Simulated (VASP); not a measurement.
Set up this calculation in VASP 6.6.1, as the native input.

| Item | Value |
| --- | --- |
| Task | relaxation of cell and atoms |
| Functional | PBE |
| Potentials or basis | VASP PAW PBE potentials, release 64 (F) |
| Cutoff | 600 eV |
| k mesh | 24 × 24 × 24 |
| Occupations | fermi-dirac, width 0.08 eV |
| Spin | no spin polarisation |
| Target pressure | 430 GPa |
| Dipole correction | no |
| Further INCAR settings | ALGO = Normal; EDIFF = 1e-07; IBRION = 2; EDIFFG = -0.005; NSW = 60; ISIF = 3 |

The structure of F lies in POSCAR:

```
F
1.0
    0.0000000000      1.2803323437      1.2803323437
    1.2803323437      0.0000000000      1.2803323437
    1.2803323437      1.2803323437      0.0000000000
F
1
Direct
    0.0000000000      0.0000000000      0.0000000000
```

The input as run:

INCAR

```
PREC     = Accurate       # precision mode
ENCUT    = 600            # plane-wave cutoff, eV
EDIFF    = 1E-7           # SCF threshold, eV
ISMEAR   = -1             # smearing method
SIGMA    = 0.08           # smearing width, eV
LREAL    = False          # projectors in reciprocal space
LASPH    = True           # aspherical terms in the spheres
NELM     = 60             # most SCF steps
ALGO     = Normal         # electronic algorithm
ISIF     = 3              # what is computed and relaxed
LWAVE    = False          # write WAVECAR
LCHARG   = False          # write CHGCAR
GGA      = PE             # functional
IBRION   = 2              # ionic algorithm
NSW      = 60             # ionic steps
EDIFFG   = -0.005         # ionic threshold
PSTRESS  = 4300.0
```

KPOINTS

```
Automatic mesh
0
Gamma
  24 24 24
```

Potentials or basis: VASP PAW PBE potentials, release 64 (F).

Launch:

```sh
$ cat potpaw_PBE.64/F/POTCAR > POTCAR
$ mpirun -np 1 vasp_std > vasp.out
```

It gave:

The relaxed volume is 4.20 Å³/atom, the relaxed cell is a = 1.810 Å, b = 1.810 Å, c = 1.810 Å, α = 60.00°, β = 60.00°, γ = 60.00° and the space group after relaxing (to 0.1 Å) is Fm-3m (No. 225). The energy change on relaxing (the run minimises the enthalpy) is +5.1 meV/atom and the ionic steps are 3. The pressure after relaxing is 430.0 GPa. The band gap on the k mesh is zero (an odd number of electrons rules out a gap without spin polarisation).

Caveat: the cell is relaxed towards a set pressure, so the run minimises the enthalpy, not the energy; an odd number of electrons without spin polarisation forces a metal; a magnetic or distorted state may lie lower.

Run time: 45 s on 1 thread of AMD EPYC 7R13, on a shared host, peak memory 0.09 GiB.
